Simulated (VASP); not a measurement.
# WS2 (P-3m1) in VASP: further runs, part 2 of 2

VASP 6.6.1.

### Step 3. Single point, PBE-based screened hybrid with 20 % exact exchange

The input, POSCAR:

```
WS2
1.0
    3.1699334333      0.0000000000      0.0000000000
   -1.5849667167      2.7452428816      0.0000000000
    0.0000000000      0.0000000000     12.4913127957
W S
2 4
Direct
    0.3333333333      0.6666666667      0.7501134825
    0.6666666667      0.3333333333      0.2498865175
    0.3333333333      0.6666666667      0.1247807871
    0.6666666667      0.3333333333      0.6250080566
    0.3333333333      0.6666666667      0.3749919434
    0.6666666667      0.3333333333      0.8752192129
```

The input, INCAR.step1:

```
PREC = Accurate
ENCUT = 520
EDIFF = 1E-5
ISMEAR = 0
SIGMA = 0.01
LREAL = False
LASPH = True
NELM = 100
ALGO = Normal
ISIF = 2
LWAVE = True
LCHARG = False
NBANDS = 35
GGA = PE
KPAR = 4
```

The input, INCAR.step2:

```
PREC = Accurate
ENCUT = 520
EDIFF = 1E-7
ISMEAR = 0
SIGMA = 0.01
LREAL = False
LASPH = True
NELM = 100
ALGO = Normal
ISIF = 2
LWAVE = False
LCHARG = False
GGA = PE
LHFCALC = True
AEXX = 0.2
HFSCREEN = 0.2078
PRECFOCK = Fast
NBANDS = 35
ISTART = 1
KPAR = 4
```

The input, KPOINTS:

```
Automatic mesh
0
Gamma
  6 6 2
```

Potentials or basis: VASP PAW PBE potentials, release 64 (W_sv, S).

Run with:

```bash
cat potpaw_PBE.64/W_sv/POTCAR potpaw_PBE.64/S/POTCAR > POTCAR
cp INCAR.step1 INCAR
mpirun -np 4 vasp_std > vasp.out
cp INCAR.step2 INCAR
mpirun -np 4 vasp_std > vasp.out
```

OUTCAR:

```text
PREC = Accurate
   ENCUT = 520
   EDIFF = 1E-7
   ISMEAR = 0
   LREAL = False
   LASPH = True
   NELM = 100
   ISIF = 2
   GGA = PE
   LHFCALC = True
   AEXX = 0.2
   HFSCREEN = 0.2078
   PRECFOCK = Fast
   ISTART = 1

 ion  position               nearest neighbor table
   1  0.333  0.667  0.750-   4 2.41   4 2.41   4 2.41   6 2.41   6 2.41   6 2.41
   2  0.667  0.333  0.250-   5 2.41   5 2.41   5 2.41   3 2.41   3 2.41   3 2.41
   3  0.333  0.667  0.125-   2 2.41   2 2.41   2 2.41
   4  0.667  0.333  0.625-   1 2.41   1 2.41   1 2.41
   5  0.333  0.667  0.375-   2 2.41   2 2.41   2 2.41
   6  0.667  0.333  0.875-   1 2.41   1 2.41   1 2.41

  LATTYP: Found a hexagonal cell.
 ALAT       =     3.1699334333
 C/A-ratio  =     3.9405599703

  Lattice vectors:

 A1 = (   3.1699334333,   0.0000000000,   0.0000000000)
 A2 = (  -1.5849667167,   2.7452428816,   0.0000000000)
 A3 = (   0.0000000000,   0.0000000000,  12.4913127957)

Analysis of symmetry for initial positions (statically):
=====================================================================
 Subroutine PRICEL returns:
 Original cell was already a primitive cell.

 Routine SETGRP: Setting up the symmetry group for a
 hexagonal supercell.

 Subroutine GETGRP returns: Found 12 space group operations
 (whereof 12 operations were pure point group operations)
 out of a pool of 24 trial point group operations.

The static configuration has the point symmetry D_3d.

Analysis of symmetry for dynamics (positions and initial velocities):
=====================================================================
 Subroutine PRICEL returns:
 Original cell was already a primitive cell.

 Routine SETGRP: Setting up the symmetry group for a
 hexagonal supercell.

 Subroutine GETGRP returns: Found 12 space group operations
 (whereof 12 operations were pure point group operations)
 out of a pool of 24 trial point group operations.

The dynamic configuration has the point symmetry D_3d.

 Subroutine INISYM returns: Found 12 space group operations
 (whereof 12 operations are pure point group operations),
 and found     1 'primitive' translations

----------------------------------------------------------------------------------------

                                     Primitive cell

  volume of cell :     108.7024

  direct lattice vectors                    reciprocal lattice vectors
     3.169933433  0.000000000  0.000000000     0.315464038  0.182133247  0.000000000
    -1.584966717  2.745242882  0.000000000     0.000000000  0.364266494  0.000000000
     0.000000000  0.000000000 12.491312796     0.000000000  0.000000000  0.080055637

  length of vectors
     3.169933433  3.169933433 12.491312796     0.364266494  0.364266494  0.080055637

  position of ions in fractional coordinates (direct lattice)
     0.333333333  0.666666667  0.750113482
     0.666666667  0.333333333  0.249886518
     0.333333333  0.666666667  0.124780787
     0.666666667  0.333333333  0.625008057
     0.333333333  0.666666667  0.374991943
     0.666666667  0.333333333  0.875219213

  ion indices of the primitive-cell ions
[... 49 lines left out ...]
  0.333333  0.333333  0.500000      2.000000
   k-points           NKPTS =     14   k-points in BZ     NKDIM =     72   number of bands    NBANDS=     35
   number of dos      NEDOS =    301   number of ions     NIONS =      6
   total plane-waves  NPLWV =  55296
   dimension x,y,z NGX =    24 NGY =   24 NGZ =   96
   dimension x,y,z NGXF=    48 NGYF=   48 NGZF=  192
   ions per type =               2   4
   NGX,Y,Z   is equivalent  to a cutoff of  12.59, 12.59, 12.78 a.u.
   NGXF,Y,Z  is equivalent  to a cutoff of  25.17, 25.17, 25.55 a.u.
 SYSTEM =  unknown system
   PREC   = accura    normal or accurate (medium, high low for compatibility)
   ISTART =      1    job   : 0-new  1-cont  2-samecut
   ICHARG =      0    charge: 1-file 2-atom 10-const
   ISPIN  =      1    spin polarized calculation?
   LNONCOLLINEAR =      F non collinear calculations
   LSORBIT =      F    spin-orbit coupling
   LASPH  =      T    aspherical Exc in radial PAW
   ENCUT  =  520.0 eV  38.22 Ry    6.18 a.u.   5.89  5.89 23.23*2*pi/ulx,y,z
   NELM   =    100;   NELMIN=  2; NELMDL=  0     # of ELM steps
   EDIFF  = 0.1E-06   stopping-criterion for ELM
   LREAL  =      F    real-space projection
   EDIFFG = 0.1E-05   stopping-criterion for IOM
   NSW    =      0    number of steps for IOM
   IBRION =     -1    ionic relax: 0-MD 1-quasi-New 2-CG
   NFREE  =      0    steps in history (QN), initial steepest desc. (CG)
   ISIF   =      2    stress and relaxation
   ISYM   =      3    0-nonsym 1-usesym 2-fastsym
   POTIM  = 0.5000    time-step for ionic-motion
   TEBEG  =    0.0;   TEEND  =   0.0 temperature during run
   PSTRESS=    0.0 pullay stress
   NELECT =      52.0000    total number of electrons
   NUPDOWN=      -1.0000    fix difference up-down
   EMIN   =  10.00;   EMAX   =-10.00  energy-range for DOS
   EFERMI =   0.00;   METHOD = LEGACY
   ISMEAR =     0;   SIGMA  =   0.01  broadening in eV -4-tet -1-fermi 0-gaus
   EFERMI_NEDOS =   21; number of points for ismear=-14 and -15
   IALGO  =     38    algorithm
   IMIX   =      1    mixing-type and parameters
     AMIX     =   0.40;   BMIX     =  1.00
     AMIX_MAG =   1.60;   BMIX_MAG =  1.00
  volume/ion in A,a.u.               =      18.12       122.26
  Fermi-wavevector in a.u.,A,eV,Ry     =   1.280353  2.419516 22.304071  1.639303
  Thomas-Fermi vector in A             =   2.412785
   LORBIT       =      0    0 simple, 1 ext, 2 COOP (PROOUT), +10 PAW based schemes
   GGA     = PE    functional components
   LHFCALC =     T    Hartree Fock is set to
   PRECFOCK=fast      Normal, Fast or Accurate (Low or Medium for compatibility)
   ENCUT4O =  -1.0   cutoff for four orbital integrals eV
   NKREDX  =     1    reduce k-point grid by
   NKREDY  =     1    reduce k-point grid by
   NKREDZ  =     1    reduce k-point grid by
   AEXX    =    0.2000 exact exchange contribution
   HFSCREEN=    0.2078 screening length (either q_TF or 0.3 A-1)
   HFSCREENC=   0.2078 screening length for correlation (either q_TF or 0.3 A-1)
   ENCUTFOCK=  -1.0 apply spherical cutoff to Coloumb kernel
   IVDW    =     0    specifies the selected vdW correction
   LEPSILON=     F    determine dielectric tensor
   LRPA    =     F    only Hartree local field effects (RPA)
 non-spin polarized calculation
 Gauss-broadening in eV      SIGMA  =   0.01
  energy-cutoff  :      520.00
  volume of cell :      108.70
 maximum number of plane-waves:      2944
 NGX is ok and might be reduce to    24
  NGX = 14; NGY = 14; NGZ = 56

 number of electron      52.0000003 magnetization

 Free energy of the ion-electron system (eV)
  ---------------------------------------------------
  ext. energy  EPLUGINS =         0.00000000
  ---------------------------------------------------
  free energy    TOTEN  =       -54.38263625 eV

  energy without entropy =      -54.38263625  energy(sigma->0) =      -54.38263625

 E-fermi :   7.0973     XC(G=0):  -9.2910

 val. band max:        6.9062611470   @ k =   0.0000   0.0000   0.0000
 cond. band min:       8.3902028268   @ k =   0.1667   0.1667   0.0000
 fundamental gap:      1.4839416798
 Fermi energy:         7.0973192663

 k-point     1 :       0.0000    0.0000    0.0000
  band No.  band energies     occupation
      1     -70.9426      2.00000
      2     -70.9426      2.00000
      3     -34.0272      2.00000
      4     -34.0271      2.00000
      5     -33.8294      2.00000
      6     -33.8294      2.00000
[... 521 lines left out ...]
     34      12.5261      0.00000
     35      14.1639      0.00000

------------------------ aborting loop because EDIFF is reached ----------------------------------------

  FORCE on cell =-STRESS in cart. coord.  units (eV):
  Direction    XX          YY          ZZ          XY          YZ          ZX
  --------------------------------------------------------------------------------------
  -------------------------------------------------------------------------------------
  Total       -0.7370556     -0.7370556      0.0381010      0.0000000     -0.0000000     -0.0000000
  in kB      -10.8635511    -10.8635511      0.5615748      0.0000000     -0.0000000     -0.0000000
  external PRESSURE =      -7.0551758 kB  Pullay stress =       0.0000000 kB

 VOLUME and BASIS-vectors are now :
 -----------------------------------------------------------------------------
  energy-cutoff  :      520.00
  volume of cell :      108.70
      direct lattice vectors                 reciprocal lattice vectors
     3.169933433  0.000000000  0.000000000     0.315464038  0.182133247  0.000000000
    -1.584966717  2.745242882  0.000000000     0.000000000  0.364266494  0.000000000
     0.000000000  0.000000000 12.491312796     0.000000000  0.000000000  0.080055637

 POSITION                                       TOTAL-FORCE (eV/Angst)
 -----------------------------------------------------------------------------------
     -0.00000      1.83016      9.36990        -0.000000      0.000000     -0.000449
      1.58497      0.91508      3.12141        -0.000000      0.000000      0.000449
     -0.00000      1.83016      1.55868         0.000000     -0.000000      0.235802
      1.58497      0.91508      7.80717         0.000000      0.000000      0.233983
     -0.00000      1.83016      4.68414         0.000000     -0.000000     -0.233983
      1.58497      0.91508     10.93264        -0.000000      0.000000     -0.235802
 -----------------------------------------------------------------------------------
    total drift:                               -0.000000     -0.000000      0.000000

  FREE ENERGIE OF THE ION-ELECTRON SYSTEM (eV)
  ---------------------------------------------------
  free  energy   TOTEN  =       -54.3826362548 eV

  energy  without entropy=      -54.3826362548  energy(sigma->0) =      -54.38263625
```

Run time: 15 min. Hardware: 4 MPI ranks of Intel Xeon 6975P-C (Granite Rapids), shared host; peak memory 0.37 GiB.

Results:

| Property | Result |
| --- | --- |
| Free energy | -54.3826 eV |
| Pressure | -0.7 GPa |
| Largest force | 0.236 eV/Å |
| Band gap on the k mesh | 1.48 eV (least direct gap 2.16 eV) |

Forces in eV/Å, atoms in the order of the input:
```
W    0.000  0.000  0.000
W    0.000  0.000  0.000
S    0.000  0.000  0.236
S    0.000  0.000  0.234
S    0.000  0.000 -0.234
S    0.000  0.000 -0.236
```

Stress tensor (GPa, compression positive):
```
-1.09  0.00  0.00
 0.00 -1.09  0.00
 0.00  0.00  0.06
```

Levels at points of the mesh, in eV from the valence-band top:
```csv
k point,band 23,band 24,band 25,band 26,band 27,band 28,band 29,band 30
"(0.00, 0.00, 0.00)",-2.43,-1.82,-1.18,0.00,2.85,2.85,2.86,2.86
"(0.50, 0.00, 0.00)",-2.22,-2.04,-1.86,-1.68,2.80,2.84,3.16,3.41
"(0.00, 0.00, 0.50)",-2.45,-2.45,-0.35,-0.34,2.84,2.84,2.84,2.84
"(0.50, 0.00, 0.50)",-2.13,-2.13,-1.76,-1.76,2.81,2.81,3.30,3.30
```

Caveat: the PAW data sets were made with another functional, which shifts forces and pressure a little; spin-orbit coupling is left out, which moves the levels of the heavy elements.
